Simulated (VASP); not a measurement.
Crystal: TaVN2.

```
Ta V N
1.0
     3.02940    0.00000    0.00000
     0.00000    3.02940    0.00000
     0.00000    0.00000    4.26723
Ta V N
1 1 2
Direct
  0.00000 0.00000 0.00000
  0.50000 0.50000 0.50000
  0.50000 0.50000 0.00000
  0.00000 0.00000 0.50000
```

Base run:

* Program: VASP 6.6.1
* Functional: LDA
* Potentials or basis: VASP PAW LDA potentials, release 64 (Ta_pv, V_sv, N)
* Cutoff: 520 eV
* k mesh: 9 × 9 × 6
* Occupations: fermi-dirac, width 0.05 eV
* Spin: collinear spin, ferromagnetic start
* Starting moments: [0.0, 2.0, 0.0, 0.0] μB

Its results: pressure -11.9 GPa; net moment 0.00 μB per cell.

Q: The run is repeated on the same cell with these changes: functional from LDA to PBE; potentials or basis from VASP PAW LDA potentials, release 64 (Ta_pv, V_sv, N) to VASP PAW PBE potentials, release 64 (Ta_pv, V_sv, N). What comes out?

A: Pressure 6.2 GPa; net moment 1.05 μB per cell; site moments Ta -0.05; V +1.00; N +0.02 μB.
